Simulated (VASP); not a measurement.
Wanted: the native input for a VASP 6.6.1 run.

```yaml
Task: relaxation of cell and atoms
Functional: PBE
Potentials_or_basis: VASP PAW PBE potentials, release 64 (Hf_pv, Be)
Cutoff: 600 eV
k_mesh: 6 × 6 × 8
Occupations: gaussian, width 0.1 eV
Spin: no spin polarisation
Dipole_correction: no
Further_INCAR_settings: ALGO = Fast; EDIFF = 1e-07; IBRION = 2; EDIFFG = -0.01; NSW = 100; ISIF = 3
```

The structure of Hf3Be lies in POSCAR:

```
Hf3Be
1.0
    6.0221231761      0.0000000000      0.0000000000
   -3.0110615881      5.2153116552      0.0000000000
    0.0000000000      0.0000000000      4.8357996767
Hf Be
6 2
Direct
    0.8269451785      0.6538903571      0.2500000000
    0.1730548215      0.8269451785      0.7500000000
    0.3461096429      0.1730548215      0.2500000000
    0.1730548215      0.3461096429      0.7500000000
    0.8269451785      0.1730548215      0.2500000000
    0.6538903571      0.8269451785      0.7500000000
    0.3333333333      0.6666666667      0.2500000000
    0.6666666667      0.3333333333      0.7500000000
```

These files were run (other wordings do the same):

INCAR

```
PREC = Accurate
ENCUT = 600
EDIFF = 1E-7
ISMEAR = 0
SIGMA = 0.1
LREAL = F
LASPH = T
NELM = 60
ALGO = Fast
ISIF = 3
LWAVE = F
LCHARG = F
GGA = PE
IBRION = 2
NSW = 100
EDIFFG = -0.01
```

KPOINTS

```
Automatic mesh
0
Gamma
  6 6 8
```

Potentials or basis: VASP PAW PBE potentials, release 64 (Hf_pv, Be).

Launch:

```console
$ cat potpaw_PBE.64/Hf_pv/POTCAR potpaw_PBE.64/Be/POTCAR > POTCAR
$ mpirun -np 1 vasp_std > vasp.out
```

It gave:

* Relaxed volume: 18.95 Å³/atom
* Relaxed cell: a = 5.996 Å, b = 5.996 Å, c = 4.869 Å, α = 90.00°, β = 90.00°, γ = 120.00°
* Space group after relaxing (to 0.05 Å): P6_3/mmc (No. 194)
* Energy gained by relaxing: 0.3 meV/atom
* Ionic steps: 7
* Pressure after relaxing: 0.0 GPa
* Largest force after relaxing: 0.007 eV/Å
* Band gap on the k mesh: zero (band 32 reaches 4.81 eV, above the bottom of band 33 at 4.54 eV)

Caveat: spin-orbit coupling is left out, which moves the levels of the heavy elements.

It took 22 min on 1 thread of Intel Xeon 6975P-C (shared host), peak memory 0.44 GiB.
